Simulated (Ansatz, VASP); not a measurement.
InP3 in VASP and in Ansatz

```
CELL_PARAMETERS angstrom
4.04082 2.33297 3.36925
-4.04082 2.33297 3.36925
0.00000 -4.66594 3.36925
ATOMIC_POSITIONS crystal
In 0.27025 0.27025 0.27025
In 0.72975 0.72975 0.72975
P 0.79829 0.24470 0.79829
P 0.79829 0.79829 0.24470
P 0.24470 0.79829 0.79829
P 0.20171 0.75530 0.20171
P 0.75530 0.20171 0.20171
P 0.20171 0.20171 0.75530
```

Change from the starting cell: strain +0.080 along x and y, +0.000 along z, atoms carried along.

Alike in both runs: task single point; functional r2SCAN; k mesh 6 × 6 × 6; occupations gaussian, width 0.15 eV; no spin polarisation.

|  | VASP | Ansatz |
| --- | --- | --- |
| version | VASP 6.6.1 | Ansatz 0.2.0 |
| potentials or method | VASP PAW PBE potentials, release 64 (In_d, P), cutoff 550 eV | scalar-relativistic, plane waves, PAW |
| valence electrons in the cell | 56 | 56 |

|  | VASP | Ansatz | Ansatz less VASP |
| --- | --- | --- | --- |
| gap on the k mesh at the Fermi level (eV) | none | none | - |
| pressure (GPa) | -9.9 | -9.8 | +0.19 |
| traceless stress, the component that is largest in VASP (GPa) | 5.21 | 5.14 | -0.068 |
| rms of the force components (eV/Å) | 0.547 | 0.524 | -0.0231 |

VASP's potentials were made for PBE, not for r2SCAN. Atom by atom the forces differ by 0.025 eV/Å (rms over components). A gap of «none» marks a metal or a gap that the smearing closes.
